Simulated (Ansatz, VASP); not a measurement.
## One calculation of Sn, two programs

Contents of INCAR:

```
SYSTEM = Sn
  ALGO = Fast
  EDIFF = 1E-6
  ENCUT = 520
  GGA = PS
  ISIF = 2
  ISMEAR = 0
  LASPH = .True.
  LCHARG = .False.
  LREAL = .False.
  LWAVE = .False.
  NBANDS = 13
  NELM = 60
  PREC = Accurate
  SIGMA = 0.15
```

Contents of KPOINTS:

```
k-points
0
Gamma
  20 20 20
  0 0 0
```

Contents of POSCAR:

```
Sn
1.0
   -1.6169876773      1.7755470000      2.2574536478
    1.8360903227     -1.7755470000      2.4192303522
    1.6169876773      1.7755470000     -2.2574536478
Sn
1
Direct
    0.0000000000      0.0000000000      0.0000000000
```

Input for Ansatz:

```yaml
crystal:
  lattice:
    - [-1.6169876773, 1.775547, 2.2574536478]
    - [1.8360903227, -1.775547, 2.4192303522]
    - [1.6169876773, 1.775547, -2.2574536478]
  atoms:
    - { symbol: Sn, position: [0.0, 0.0, 0.0] }
basis:
  ecutwfc: 420
kpoints:
  mp_grid: { grid: [20, 20, 20] }
hamiltonian:
  xc: pbesol
scf:
  occupations: { method: gaussian, width: 0.15 }
output:
  forces: true
  stress: true
  eigenvalues: true
```

Change from the starting cell: strain +0.0937 x Voigt [0, 0, 0, 0, 1, 0], atoms carried along.

Alike in both runs: task single point; functional PBEsol; k mesh 20 × 20 × 20; occupations gaussian, width 0.15 eV; no spin polarisation.

|  | VASP | Ansatz |
| --- | --- | --- |
| version | VASP 6.6.1 | Ansatz 0.2.0 |
| potentials or method | VASP PAW PBE potentials, release 64 (Sn_d), cutoff 520 eV | scalar-relativistic, plane waves, PAW |
| valence electrons in the cell | 14 | 14 |

VASP gave:

```
gap on the k mesh at the Fermi level (eV)                     : none
pressure (GPa)                                                : -3.3
traceless stress, the component that is largest in VASP (GPa) : -1.23
```

Problem. Which values does Ansatz return?

Solution. gap on the k mesh at the Fermi level (eV): none; pressure (GPa): -3.3; traceless stress, the component that is largest in VASP (GPa): -1.22.

VASP's potentials were made for PBE, not for PBEsol. A gap of «none» marks a metal or a gap that the smearing closes. With one functional, cell and mesh, what is left measures potentials, basis and numerics.
